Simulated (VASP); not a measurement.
# BaF2 (Fm-3m) in VASP: single point with LDA

Aim: the single point of BaF2 with LDA.

All numbers are computed with VASP 6.6.1; they aren't measurements. Logs are shortened: lines on timing, memory, paths and dates and some standing lists are left out, and cuts for length are marked.

### Step 1. The cell of the first run

The structure is cubic, space group Fm-3m (No. 225). Conventional cell: a = 6.045 Å, b = 6.045 Å, c = 6.045 Å, α = 90.00°, β = 90.00°, γ = 90.00°. Ba (site symmetry m-3m) has 8 F at 2.62 Å within 3.5 Å. Within 3.5 Å of F (site symmetry -43m) lie 4 Ba at 2.62 Å and 6 F at 3.02 Å.

### Step 2. Single point, LDA

Contents of INCAR:

```
  ALGO = Normal
  EDIFF = 1E-6
  ENCUT = 1350
  GGA = CA
  GGA_COMPAT = False
  ISIF = 2
  ISMEAR = 0
  LASPH = True
  LCHARG = True
  LELF = True
  LREAL = False
  LVHAR = True
  LWAVE = False
  NBANDS = 19
  NELM = 120
  PREC = Accurate
  SIGMA = 0.02
```

Contents of KPOINTS:

```
k-points
0
Gamma
  6 6 6
```

Contents of POSCAR:

```
BaF2
1.0
    0.0000000000      3.0224572772      3.0224572772
    3.0224572772      0.0000000000      3.0224572772
    3.0224572772      3.0224572772      0.0000000000
Ba F
1 2
Direct
    0.0000000000      0.0000000000      0.0000000000
    0.2500000000      0.2500000000      0.2500000000
    0.7500000000      0.7500000000      0.7500000000
```

Potentials or basis: VASP PAW LDA potentials, release 64 (Ba_sv, F_h).

Run with:

```bash
$ cat potpaw_LDA.64/Ba_sv/POTCAR potpaw_LDA.64/F_h/POTCAR > POTCAR
$ mpirun -np 1 vasp_std > vasp.out
```

OUTCAR:

```text
EDIFF = 1E-6
   ENCUT = 1350
   GGA = CA
   ISIF = 2
   ISMEAR = 0
   LASPH = True
   LREAL = False
   NELM = 120
   PREC = Accurate

 ion  position               nearest neighbor table
   1  0.000  0.000  0.000-   3 2.62   3 2.62   3 2.62   2 2.62   3 2.62   2 2.62   2 2.62   2 2.62

   2  0.250  0.250  0.250-   1 2.62   1 2.62   1 2.62   1 2.62
   3  0.750  0.750  0.750-   1 2.62   1 2.62   1 2.62   1 2.62

  LATTYP: Found a face centered cubic cell.
 ALAT       =     6.0449145544

  Lattice vectors:

 A1 = (   0.0000000000,   3.0224572772,   3.0224572772)
 A2 = (   3.0224572772,   0.0000000000,   3.0224572772)
 A3 = (   3.0224572772,   3.0224572772,   0.0000000000)

Analysis of symmetry for initial positions (statically):
=====================================================================
 Subroutine PRICEL returns:
 Original cell was already a primitive cell.

 Routine SETGRP: Setting up the symmetry group for a
 face centered cubic supercell.

 Subroutine GETGRP returns: Found 48 space group operations
 (whereof 48 operations were pure point group operations)
 out of a pool of 48 trial point group operations.

The static configuration has the point symmetry O_h .

Analysis of symmetry for dynamics (positions and initial velocities):
=====================================================================
 Subroutine PRICEL returns:
 Original cell was already a primitive cell.

 Routine SETGRP: Setting up the symmetry group for a
 face centered cubic supercell.

 Subroutine GETGRP returns: Found 48 space group operations
 (whereof 48 operations were pure point group operations)
 out of a pool of 48 trial point group operations.

The dynamic configuration has the point symmetry O_h .

 Subroutine INISYM returns: Found 48 space group operations
 (whereof 48 operations are pure point group operations),
 and found     1 'primitive' translations

----------------------------------------------------------------------------------------

                                     Primitive cell

  volume of cell :      55.2218

  direct lattice vectors                    reciprocal lattice vectors
     0.000000000  3.022457277  3.022457277    -0.165428310  0.165428310  0.165428310
     3.022457277  0.000000000  3.022457277     0.165428310 -0.165428310  0.165428310
     3.022457277  3.022457277  0.000000000     0.165428310  0.165428310 -0.165428310

  length of vectors
     4.274400073  4.274400073  4.274400073     0.286530238  0.286530238  0.286530238

  position of ions in fractional coordinates (direct lattice)
     0.000000000  0.000000000  0.000000000
     0.250000000  0.250000000  0.250000000
     0.750000000  0.750000000  0.750000000

  ion indices of the primitive-cell ions
   primitive index   ion index
                 1           1
                 2           2
                 3           3

----------------------------------------------------------------------------------------

 KPOINTS: k-points

Automatic generation of k-mesh.
 Grid dimensions read from file:
 generate k-points for:    6    6    6

 Generating k-lattice:

  Cartesian coordinates                     Fractional coordinates (reciprocal lattice)
    -0.027571385  0.027571385  0.027571385     0.166666667  0.000000000  0.000000000
     0.027571385 -0.027571385  0.027571385     0.000000000  0.166666667  0.000000000
     0.027571385  0.027571385 -0.027571385     0.000000000  0.000000000  0.166666667

  Length of vectors
     0.047755040  0.047755040  0.047755040

  Shift w.r.t. Gamma in fractional coordinates (k-lattice)
     0.000000000  0.000000000  0.000000000

 Subroutine IBZKPT returns following result:
 ===========================================

 Found     16 irreducible k-points:

 Following reciprocal coordinates:
            Coordinates               Weight
  0.000000  0.000000  0.000000      1.000000
  0.166667  0.000000  0.000000      8.000000
  0.333333  0.000000  0.000000      8.000000
  0.500000  0.000000  0.000000      4.000000
  0.166667  0.166667  0.000000      6.000000
  0.333333  0.166667  0.000000     24.000000
[... 8 lines left out ...]
 -0.333333  0.333333  0.166667     24.000000
 -0.333333  0.500000  0.166667     12.000000
   k-points           NKPTS =     16   k-points in BZ     NKDIM =     16   number of bands    NBANDS=     19
   number of dos      NEDOS =    301   number of ions     NIONS =      3
   total plane-waves  NPLWV = 157464
   dimension x,y,z NGX =    54 NGY =   54 NGZ =   54
   dimension x,y,z NGXF=   108 NGYF=  108 NGZF=  108
   ions per type =               1   2
   NGX,Y,Z   is equivalent  to a cutoff of  21.00, 21.00, 21.00 a.u.
   NGXF,Y,Z  is equivalent  to a cutoff of  42.00, 42.00, 42.00 a.u.
 SYSTEM =  unknown system
   PREC   = accura    normal or accurate (medium, high low for compatibility)
   ISTART =      0    job   : 0-new  1-cont  2-samecut
   ICHARG =      2    charge: 1-file 2-atom 10-const
   ISPIN  =      1    spin polarized calculation?
   LNONCOLLINEAR =      F non collinear calculations
   LSORBIT =      F    spin-orbit coupling
   LASPH  =      T    aspherical Exc in radial PAW
   ENCUT  = 1350.0 eV  99.22 Ry    9.96 a.u.  12.81 12.81 12.81*2*pi/ulx,y,z
   NELM   =    120;   NELMIN=  2; NELMDL= -5     # of ELM steps
   EDIFF  = 0.1E-05   stopping-criterion for ELM
   LREAL  =      F    real-space projection
   EDIFFG = 0.1E-04   stopping-criterion for IOM
   NSW    =      0    number of steps for IOM
   IBRION =     -1    ionic relax: 0-MD 1-quasi-New 2-CG
   NFREE  =      0    steps in history (QN), initial steepest desc. (CG)
   ISIF   =      2    stress and relaxation
   ISYM   =      2    0-nonsym 1-usesym 2-fastsym
   POTIM  = 0.5000    time-step for ionic-motion
   TEBEG  =    0.0;   TEEND  =   0.0 temperature during run
   PSTRESS=    0.0 pullay stress
   NELECT =      24.0000    total number of electrons
   NUPDOWN=      -1.0000    fix difference up-down
   EMIN   =  10.00;   EMAX   =-10.00  energy-range for DOS
   EFERMI =   0.00;   METHOD = LEGACY
   ISMEAR =     0;   SIGMA  =   0.02  broadening in eV -4-tet -1-fermi 0-gaus
   EFERMI_NEDOS =   21; number of points for ismear=-14 and -15
   IALGO  =     38    algorithm
   IMIX   =      4    mixing-type and parameters
     AMIX     =   0.40;   BMIX     =  1.00
     AMIX_MAG =   1.60;   BMIX_MAG =  1.00
  volume/ion in A,a.u.               =      18.41       124.22
  Fermi-wavevector in a.u.,A,eV,Ry     =   1.240057  2.343368 20.922250  1.537742
  Thomas-Fermi vector in A             =   2.374514
   LORBIT       =      0    0 simple, 1 ext, 2 COOP (PROOUT), +10 PAW based schemes
   GGA     = CA    functional components
   LHFCALC =     F    Hartree Fock is set to
   AEXX    =    0.0000 exact exchange contribution
   IVDW    =     0    specifies the selected vdW correction
   LEPSILON=     F    determine dielectric tensor
   LRPA    =     F    only Hartree local field effects (RPA)
 non-spin polarized calculation
 Gauss-broadening in eV      SIGMA  =   0.02
  energy-cutoff  :     1350.00
  volume of cell :       55.22
 maximum number of plane-waves:      6253
 NGX is ok and might be reduce to    54
   NGX = 25   NGY = 25   NGZ = 25

 number of electron      24.0000001 magnetization

 Free energy of the ion-electron system (eV)
  ---------------------------------------------------
  ext. energy  EPLUGINS =         0.00000000
  ---------------------------------------------------
  free energy    TOTEN  =       -18.63431266 eV

  energy without entropy =      -18.63431266  energy(sigma->0) =      -18.63431266

 E-fermi :  -1.6787     XC(G=0):  -9.6853

 val. band max:       -1.8325584288   @ k =  -0.1667   0.1667   0.0000
 cond. band min:       4.8980601622   @ k =   0.0000   0.0000   0.0000
 fundamental gap:      6.7306185910
 Fermi energy:        -1.6787255777

 k-point     1 :       0.0000    0.0000    0.0000
  band No.  band energies     occupation
      1     -24.5821      2.00000
      2     -20.4396      2.00000
      3     -20.2787      2.00000
      4      -9.3140      2.00000
      5      -9.3140      2.00000
      6      -9.3140      2.00000
[... 11 lines left out ...]
     18      10.1266      0.00000
     19      13.7534      0.00000

 k-point     2 :       0.1667    0.0000    0.0000
  band No.  band energies     occupation
      1     -24.5060      2.00000
      2     -20.4775      2.00000
      3     -20.3754      2.00000
      4      -9.3827      2.00000
      5      -9.3754      2.00000
      6      -9.3754      2.00000
[... 11 lines left out ...]
     18      10.1483      0.00000
     19      12.7073      0.00000

 k-point     3 :       0.3333    0.0000    0.0000
  band No.  band energies     occupation
      1     -24.3404      2.00000
      2     -20.6507      2.00000
      3     -20.4856      2.00000
      4      -9.4910      2.00000
      5      -9.4910      2.00000
      6      -9.4910      2.00000
[... 11 lines left out ...]
     18      10.2361      0.00000
     19      12.0050      0.00000

 k-point     4 :       0.5000    0.0000    0.0000
  band No.  band energies     occupation
      1     -24.2493      2.00000
      2     -20.7722      2.00000
      3     -20.5144      2.00000
      4      -9.5455      2.00000
      5      -9.5455      2.00000
      6      -9.5337      2.00000
[... 11 lines left out ...]
     18      10.3125      0.00000
     19      12.7376      0.00000

 k-point     5 :       0.1667    0.1667    0.0000
  band No.  band energies     occupation
      1     -24.4802      2.00000
      2     -20.4821      2.00000
      3     -20.4156      2.00000
      4      -9.4699      2.00000
      5      -9.4699      2.00000
      6      -9.2551      2.00000
[... 11 lines left out ...]
     18      10.2367      0.00000
     19      13.8303      0.00000

 k-point     6 :       0.3333    0.1667    0.0000
  band No.  band energies     occupation
      1     -24.3421      2.00000
      2     -20.6013      2.00000
      3     -20.5318      2.00000
      4      -9.5981      2.00000
      5      -9.5962      2.00000
      6      -9.2844      2.00000
[... 11 lines left out ...]
     18      10.3826      0.00000
     19      12.5600      0.00000

 k-point     7 :       0.5000    0.1667    0.0000
  band No.  band energies     occupation
      1     -24.2204      2.00000
      2     -20.7532      2.00000
      3     -20.5808      2.00000
      4      -9.6350      2.00000
      5      -9.6337      2.00000
      6      -9.4198      2.00000
[... 11 lines left out ...]
     18      10.6139      0.00000
     19      12.5902      0.00000

 k-point     8 :      -0.3333    0.1667    0.0000
  band No.  band energies     occupation
      1     -24.2516      2.00000
      2     -20.7065      2.00000
      3     -20.5772      2.00000
      4      -9.5619      2.00000
      5      -9.5493      2.00000
      6      -9.5292      2.00000
[... 11 lines left out ...]
     18      10.7549      0.00000
     19      12.4914      0.00000

 k-point     9 :      -0.1667    0.1667    0.0000
  band No.  band energies     occupation
      1     -24.3985      2.00000
      2     -20.5315      2.00000
      3     -20.5072      2.00000
      4      -9.5159      2.00000
      5      -9.4363      2.00000
      6      -9.4184      2.00000
[... 11 lines left out ...]
     18      10.4193      0.00000
     19      12.5935      0.00000

 k-point    10 :       0.3333    0.3333    0.0000
  band No.  band energies     occupation
      1     -24.2542      2.00000
      2     -20.7105      2.00000
      3     -20.5652      2.00000
      4      -9.7518      2.00000
      5      -9.7518      2.00000
      6      -9.1241      2.00000
[... 11 lines left out ...]
     18      10.5341      0.00000
     19      13.7032      0.00000

 k-point    11 :       0.5000    0.3333    0.0000
  band No.  band energies     occupation
      1     -24.1592      2.00000
      2     -20.8036      2.00000
      3     -20.6261      2.00000
      4      -9.8047      2.00000
      5      -9.8022      2.00000
      6      -9.1748      2.00000
[... 11 lines left out ...]
     18      11.6319      0.00000
     19      12.8418      0.00000

 k-point    12 :      -0.3333    0.3333    0.0000
  band No.  band energies     occupation
      1     -24.1584      2.00000
      2     -20.7492      2.00000
      3     -20.6850      2.00000
      4      -9.7185      2.00000
      5      -9.7062      2.00000
      6      -9.3733      2.00000
[... 11 lines left out ...]
     18      11.9087      0.00000
     19      13.3431      0.00000

 k-point    13 :       0.5000    0.5000    0.0000
  band No.  band energies     occupation
      1     -24.1266      2.00000
      2     -20.8721      2.00000
      3     -20.6060      2.00000
      4      -9.8808      2.00000
      5      -9.8808      2.00000
      6      -9.0512      2.00000
[... 11 lines left out ...]
     18      11.5487      0.00000
     19      13.4381      0.00000

 k-point    14 :       0.5000    0.3333    0.1667
  band No.  band energies     occupation
      1     -24.2223      2.00000
      2     -20.7026      2.00000
      3     -20.6279      2.00000
      4      -9.7506      2.00000
      5      -9.6194      2.00000
      6      -9.3228      2.00000
[... 11 lines left out ...]
     18      11.1466      0.00000
     19      13.0116      0.00000

 k-point    15 :      -0.3333    0.3333    0.1667
  band No.  band energies     occupation
      1     -24.1584      2.00000
      2     -20.7498      2.00000
      3     -20.6843      2.00000
      4      -9.8236      2.00000
      5      -9.4885      2.00000
      6      -9.4861      2.00000
[... 11 lines left out ...]
     18      11.9538      0.00000
     19      12.7560      0.00000

 k-point    16 :      -0.3333    0.5000    0.1667
  band No.  band energies     occupation
      1     -24.1264      2.00000
      2     -20.8080      2.00000
      3     -20.6750      2.00000
      4      -9.9035      2.00000
      5      -9.6751      2.00000
      6      -9.2605      2.00000
[... 11 lines left out ...]
     18      13.1501      0.00000
     19      13.4641      0.00000

------------------------ aborting loop because EDIFF is reached ----------------------------------------

  FORCE on cell =-STRESS in cart. coord.  units (eV):
  Direction    XX          YY          ZZ          XY          YZ          ZX
  --------------------------------------------------------------------------------------
  -------------------------------------------------------------------------------------
  Total        0.5172648      0.5172648      0.5172648     -0.0000000     -0.0000000      0.0000000
  in kB       15.0076600     15.0076600     15.0076600     -0.0000000     -0.0000000      0.0000000
  external PRESSURE =      15.0076600 kB  Pullay stress =       0.0000000 kB

 VOLUME and BASIS-vectors are now :
 -----------------------------------------------------------------------------
  energy-cutoff  :     1350.00
  volume of cell :       55.22
      direct lattice vectors                 reciprocal lattice vectors
     0.000000000  3.022457277  3.022457277    -0.165428310  0.165428310  0.165428310
     3.022457277  0.000000000  3.022457277     0.165428310 -0.165428310  0.165428310
     3.022457277  3.022457277  0.000000000     0.165428310  0.165428310 -0.165428310

 POSITION                                       TOTAL-FORCE (eV/Angst)
 -----------------------------------------------------------------------------------
      0.00000      0.00000      0.00000         0.000000     -0.000000     -0.000000
      1.51123      1.51123      1.51123        -0.000000     -0.000000     -0.000000
      4.53369      4.53369      4.53369         0.000000      0.000000      0.000000
 -----------------------------------------------------------------------------------
    total drift:                                0.000000      0.000000      0.000000

  FREE ENERGIE OF THE ION-ELECTRON SYSTEM (eV)
  ---------------------------------------------------
  free  energy   TOTEN  =       -18.6343126554 eV

  energy  without entropy=      -18.6343126554  energy(sigma->0) =      -18.63431266
```

It took 86 s on 1 thread of Intel Xeon Platinum 8259CL at 2.50GHz (Skylake/Cascade Lake), shared host; peak memory 0.33 GiB.

Results:

| Item | Value |
| --- | --- |
| Free energy | -18.6343 eV |
| Pressure | 1.5 GPa |
| Band gap on the k mesh | 6.73 eV (least direct gap 6.84 eV) |

Caveat: spin-orbit coupling is left out, which moves the levels of the heavy elements. A k mesh can miss the band edges.
